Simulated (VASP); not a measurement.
# Zn in VASP: single point with PBE

Aim: the single point of Zn with PBE.

Program: VASP 6.6.1. These are calculated values, not measurements. Logs are shortened: lines on timing, memory, paths and dates and some standing lists are left out, and cuts for length are marked.

### Step 1. The cell of the first run

The typed cell holds 6 atoms: a = 3.773 Å, b = 3.773 Å, c = 6.432 Å, α = 90.00°, β = 90.00°, γ = 120.00°.

This isn't the form of Zn at room conditions, which is hcp.

### Step 2. Single point, PBE

Input file INCAR:

```
SYSTEM = Zn
PREC = Accurate
ENCUT = 520
EDIFF = 1E-6
ISMEAR = -1
SIGMA = 0.1
LREAL = .FALSE.
LASPH = .TRUE.
NELM = 100
ALGO = Normal
ISIF = 2
LWAVE = .FALSE.
LCHARG = .TRUE.
GGA = PE
LELF = .TRUE.
LVHAR = .TRUE.
NBANDS = 45
```

Input file KPOINTS:

```
regular mesh
0
G
  10 10 5
  0 0 0
```

Input file POSCAR:

```
Zn
1.0
    3.7729470000      0.0000000000      0.0000000000
   -1.8864740000      3.2674720000      0.0000000000
    0.0000000000      0.0000000000      6.4322940000
Zn
6
Direct
    0.0000000000      0.0000000000      0.2500000000
    0.0000000000      0.0000000000      0.7500000000
    0.6667000000      0.3333000000      0.0000000000
    0.3333000000      0.6667000000      0.2500000000
    0.3334000000      0.6667000000      0.7500000000
    0.6667000000      0.3333000000      0.5000000000
```

Potentials or basis: VASP PAW PBE potentials, release 64 (Zn).

Started as:

```sh
$ cat potpaw_PBE.64/Zn/POTCAR > POTCAR
$ mpirun -np 1 vasp_std > vasp.out
```

OUTCAR:

```text
SYSTEM = Zn
   PREC = Accurate
   ENCUT = 520
   EDIFF = 1E-6
   ISMEAR = -1
   LREAL = .FALSE.
   LASPH = .TRUE.
   NELM = 100
   ISIF = 2
   GGA = PE

 ion  position               nearest neighbor table
   1  0.000  0.000  0.250-   4 2.18   4 2.18   4 2.18   6 2.71   3 2.71   6 2.71   3 2.71   6 2.71
                             3 2.71
   2  0.000  0.000  0.750-   5 2.18   5 2.18   5 2.18   6 2.71   3 2.71   6 2.71   3 2.71   6 2.71
                             3 2.71
   3  0.667  0.333  0.000-   4 2.71   1 2.71   2 2.71   5 2.71   4 2.71   1 2.71   2 2.71   5 2.71
                             5 2.71   2 2.71   1 2.71   4 2.71
   4  0.333  0.667  0.250-   1 2.18   1 2.18   1 2.18   3 2.71   6 2.71   3 2.71   6 2.71   6 2.71
                             3 2.71
   5  0.333  0.667  0.750-   2 2.18   2 2.18   2 2.18   3 2.71   6 2.71   3 2.71   6 2.71   6 2.71
                             3 2.71
   6  0.667  0.333  0.500-   4 2.71   1 2.71   2 2.71   5 2.71   4 2.71   1 2.71   2 2.71   5 2.71
                             5 2.71   2 2.71   1 2.71   4 2.71

  LATTYP: Found a hexagonal cell.
 ALAT       =     3.7729470000
 C/A-ratio  =     1.7048461057

  Lattice vectors:

 A1 = (   3.7729470000,   0.0000000000,   0.0000000000)
 A2 = (  -1.8864740000,   3.2674720000,   0.0000000000)
 A3 = (   0.0000000000,   0.0000000000,   6.4322940000)

Analysis of symmetry for initial positions (statically):
=====================================================================
 Subroutine PRICEL returns:
 Original cell was already a primitive cell.

 Routine SETGRP: Setting up the symmetry group for a
 hexagonal supercell.

 Subroutine GETGRP returns: Found  2 space group operations
 (whereof  1 operations were pure point group operations)
 out of a pool of 24 trial point group operations.

The static configuration has the point symmetry C_1 .
 The point group associated with its full space group is C_1h.

Analysis of symmetry for dynamics (positions and initial velocities):
=====================================================================
 Subroutine PRICEL returns:
 Original cell was already a primitive cell.

 Routine SETGRP: Setting up the symmetry group for a
 hexagonal supercell.

 Subroutine GETGRP returns: Found  2 space group operations
 (whereof  1 operations were pure point group operations)
 out of a pool of 24 trial point group operations.

The dynamic configuration has the point symmetry C_1 .
 The point group associated with its full space group is C_1h.

 Subroutine INISYM returns: Found  2 space group operations
 (whereof  1 operations are pure point group operations),
 and found     1 'primitive' translations

----------------------------------------------------------------------------------------

                                     Primitive cell

  volume of cell :      79.2973

  direct lattice vectors                    reciprocal lattice vectors
     3.772947000  0.000000000  0.000000000     0.265044804  0.153023540  0.000000000
    -1.886474000  3.267472000  0.000000000     0.000000000  0.306046999  0.000000000
     0.000000000  0.000000000  6.432294000     0.000000000  0.000000000  0.155465531

  length of vectors
     3.772947000  3.772950758  6.432294000     0.306047304  0.306046999  0.155465531

  position of ions in fractional coordinates (direct lattice)
     0.000000000  0.000000000  0.250000000
     0.000000000  0.000000000  0.750000000
     0.666700000  0.333300000  0.000000000
     0.333300000  0.666700000  0.250000000
     0.333400000  0.666700000  0.750000000
     0.666700000  0.333300000  0.500000000

  ion indices of the primitive-cell ions
   primitive index   ion index
                 1           1
                 2           2
                 3           3
                 4           4
                 5           5
                 6           6

----------------------------------------------------------------------------------------

 KPOINTS: regular mesh

Automatic generation of k-mesh.
 Grid dimensions read from file:
 generate k-points for:   10   10    5

 Generating k-lattice:

  Cartesian coordinates                     Fractional coordinates (reciprocal lattice)
     0.026504480  0.015302354  0.000000000     0.100000000  0.000000000  0.000000000
     0.000000000  0.030604700  0.000000000     0.000000000  0.100000000  0.000000000
     0.000000000  0.000000000  0.031093106     0.000000000  0.000000000  0.200000000

  Length of vectors
     0.030604730  0.030604700  0.031093106

  Shift w.r.t. Gamma in fractional coordinates (k-lattice)
     0.000000000  0.000000000  0.000000000

 Subroutine IBZKPT returns following result:
 ===========================================

 Found    156 irreducible k-points:

 Following reciprocal coordinates:
            Coordinates               Weight
  0.000000  0.000000  0.000000      1.000000
  0.100000 -0.000000  0.000000      2.000000
  0.000000  0.100000  0.000000      2.000000
 -0.100000  0.100000  0.000000      2.000000
  0.200000 -0.000000  0.000000      2.000000
  0.000000  0.200000  0.000000      2.000000
[... 16 lines left out ...]
 -0.200000  0.300000  0.000000      2.000000
  0.100000  0.200000  0.000000      2.000000
 [... further k-points ...]
   k-points           NKPTS =    156   k-points in BZ     NKDIM =    156   number of bands    NBANDS=     45
   number of dos      NEDOS =    301   number of ions     NIONS =      6
   total plane-waves  NPLWV =  37632
   dimension x,y,z NGX =    28 NGY =   28 NGZ =   48
   dimension x,y,z NGXF=    56 NGYF=   56 NGZF=   96
   ions per type =               6
   NGX,Y,Z   is equivalent  to a cutoff of  12.34, 12.34, 12.41 a.u.
   NGXF,Y,Z  is equivalent  to a cutoff of  24.68, 24.68, 24.81 a.u.
 SYSTEM =  Zn
   PREC   = accura    normal or accurate (medium, high low for compatibility)
   ISTART =      0    job   : 0-new  1-cont  2-samecut
   ICHARG =      2    charge: 1-file 2-atom 10-const
   ISPIN  =      1    spin polarized calculation?
   LNONCOLLINEAR =      F non collinear calculations
   LSORBIT =      F    spin-orbit coupling
   LASPH  =      T    aspherical Exc in radial PAW
   ENCUT  =  520.0 eV  38.22 Ry    6.18 a.u.   7.02  7.02 11.96*2*pi/ulx,y,z
   NELM   =    100;   NELMIN=  2; NELMDL= -5     # of ELM steps
   EDIFF  = 0.1E-05   stopping-criterion for ELM
   LREAL  =      F    real-space projection
   EDIFFG = 0.1E-04   stopping-criterion for IOM
   NSW    =      0    number of steps for IOM
   IBRION =     -1    ionic relax: 0-MD 1-quasi-New 2-CG
   NFREE  =      0    steps in history (QN), initial steepest desc. (CG)
   ISIF   =      2    stress and relaxation
   ISYM   =      2    0-nonsym 1-usesym 2-fastsym
   POTIM  = 0.5000    time-step for ionic-motion
   TEBEG  =    0.0;   TEEND  =   0.0 temperature during run
   PSTRESS=    0.0 pullay stress
   NELECT =      72.0000    total number of electrons
   NUPDOWN=      -1.0000    fix difference up-down
   EMIN   =  10.00;   EMAX   =-10.00  energy-range for DOS
   EFERMI =   0.00;   METHOD = LEGACY
   ISMEAR =    -1;   SIGMA  =   0.10  broadening in eV -4-tet -1-fermi 0-gaus
   EFERMI_NEDOS =   21; number of points for ismear=-14 and -15
   IALGO  =     38    algorithm
   IMIX   =      4    mixing-type and parameters
     AMIX     =   0.40;   BMIX     =  1.00
     AMIX_MAG =   1.60;   BMIX_MAG =  1.00
  volume/ion in A,a.u.               =      13.22        89.19
  Fermi-wavevector in a.u.,A,eV,Ry     =   1.585256  2.995700 34.191955  2.513038
  Thomas-Fermi vector in A             =   2.684749
   LORBIT       =      0    0 simple, 1 ext, 2 COOP (PROOUT), +10 PAW based schemes
   GGA     = PE    functional components
   LHFCALC =     F    Hartree Fock is set to
   AEXX    =    0.0000 exact exchange contribution
   IVDW    =     0    specifies the selected vdW correction
   LEPSILON=     F    determine dielectric tensor
   LRPA    =     F    only Hartree local field effects (RPA)
 non-spin polarized calculation
  energy-cutoff  :      520.00
  volume of cell :       79.30
 maximum number of plane-waves:      2154
   NGX = 13   NGY = 13   NGZ = 23

 number of electron      72.0000070 magnetization

 Free energy of the ion-electron system (eV)
  ---------------------------------------------------
  ext. energy  EPLUGINS =         0.00000000
  ---------------------------------------------------
  free energy    TOTEN  =        -3.43498662 eV

  energy without entropy =       -3.38313664  energy(sigma->0) =       -3.40906163

 E-fermi :   3.9912     XC(G=0): -12.2431

 val. band max:        3.9529417738   @ k =  -0.2000   0.1000   0.0000
 cond. band min:       4.0261541375   @ k =  -0.3000   0.2000   0.2000
 fundamental gap:      0.0732123637
 Fermi energy:         3.9911581893

 k-point     1 :       0.0000    0.0000    0.0000
  band No.  band energies     occupation
      1      -7.5133      2.00000
      2      -5.7883      2.00000
      3      -4.9611      2.00000
      4      -4.8402      2.00000
      5      -4.8399      2.00000
      6      -4.6904      2.00000
[... 37 lines left out ...]
     44      10.7280      0.00000
     45      11.4691      0.00000

 k-point     2 :       0.1000   -0.0000    0.0000
  band No.  band energies     occupation
      1      -7.3654      2.00000
      2      -5.7242      2.00000
      3      -4.9247      2.00000
      4      -4.8334      2.00000
      5      -4.8228      2.00000
      6      -4.7588      2.00000
[... 37 lines left out ...]
     44      10.6557      0.00000
     45      10.8793      0.00000

 k-point     3 :       0.0000    0.1000    0.0000
  band No.  band energies     occupation
      1      -7.3654      2.00000
      2      -5.7242      2.00000
      3      -4.9246      2.00000
      4      -4.8336      2.00000
      5      -4.8226      2.00000
      6      -4.7588      2.00000
[... 997 lines left out ...]
     44      11.5698      0.00000
     45      11.7432      0.00000

 k-point    24 :       0.1000    0.2000    0.0000
  band No.  band energies     occupation
      1      -6.5132      2.00000
      2      -5.4427      2.00000
      3      -5.0986      2.00000
      4      -4.9816      2.00000
      5      -4.8769      2.00000
      6      -4.8417      2.00000
[... 37 lines left out ...]
     44      11.5698      0.00000
     45      11.7432      0.00000

 [... further k-points ...]
[... 5 lines left out ...]
  --------------------------------------------------------------------------------------
  -------------------------------------------------------------------------------------
  Total       22.2179217     22.2093075      3.0941984     -0.0000339      0.0000000      0.0000000
  in kB      448.9061422    448.7320963     62.5173085     -0.0006846      0.0000000      0.0000000
  external PRESSURE =     320.0518490 kB  Pullay stress =       0.0000000 kB

 VOLUME and BASIS-vectors are now :
 -----------------------------------------------------------------------------
  energy-cutoff  :      520.00
  volume of cell :       79.30
      direct lattice vectors                 reciprocal lattice vectors
     3.772947000  0.000000000  0.000000000     0.265044804  0.153023540  0.000000000
    -1.886474000  3.267472000  0.000000000     0.000000000  0.306046999  0.000000000
     0.000000000  0.000000000  6.432294000     0.000000000  0.000000000  0.155465531

 POSITION                                       TOTAL-FORCE (eV/Angst)
 -----------------------------------------------------------------------------------
      0.00000      0.00000      1.60807        -0.002683      0.001567      0.000000
      0.00000      0.00000      4.82422         0.003512      0.001566      0.000000
      1.88666      1.08905      0.00000        -0.000802      0.000692     -0.000002
     -0.00019      2.17842      1.60807         0.003855     -0.002259      0.000000
      0.00019      2.17842      4.82422        -0.003080     -0.002259      0.000000
      1.88666      1.08905      3.21615        -0.000802      0.000692      0.000002
 -----------------------------------------------------------------------------------
    total drift:                                0.000048     -0.000019      0.000000

  FREE ENERGIE OF THE ION-ELECTRON SYSTEM (eV)
  ---------------------------------------------------
  free  energy   TOTEN  =        -3.4349866230 eV

  energy  without entropy=       -3.3831366356  energy(sigma->0) =       -3.40906163
```

It took 5.9 min on 1 thread of Intel Xeon Platinum 8488C (Sapphire Rapids), shared host; peak memory 0.46 GiB.

Results:

- Free energy: -3.4350 eV
- Pressure: 32.0 GPa
- Largest force: 0.004 eV/Å
- Band gap on the k mesh: zero (bands 36 and 37 overlap by 5.56 eV)

Forces on the atoms (eV/Å):
```
Zn  -0.003  0.002  0.000
Zn   0.004  0.002  0.000
Zn  -0.001  0.001  0.000
Zn   0.004 -0.002  0.000
Zn  -0.003 -0.002  0.000
Zn  -0.001  0.001  0.000
```

Levels at points of the mesh, in eV from the Fermi level:
| k point | band 33 | band 34 | band 35 | band 36 | band 37 | band 38 | band 39 | band 40 |
| --- | --- | --- | --- | --- | --- | --- | --- | --- |
| (0.00, 0.00, 0.00) | -6.27 | 2.40 | 3.26 | 3.26 | 3.57 | 3.57 | 4.90 | 4.90 |
| (0.50, 0.00, 0.00) | -4.53 | -2.98 | -2.78 | -1.83 | -1.44 | 2.10 | 2.29 | 4.85 |
| (0.00, 0.50, 0.00) | -4.53 | -2.98 | -2.78 | -1.83 | -1.44 | 2.10 | 2.29 | 4.85 |
| (0.50, 0.50, 0.00) | -4.53 | -2.98 | -2.78 | -1.83 | -1.44 | 2.10 | 2.29 | 4.85 |

Caveat: the stress differs along the axes, from 6 to 45 GPa.

The gap in the log of VASP goes by the Fermi energy; the results here count the filled bands.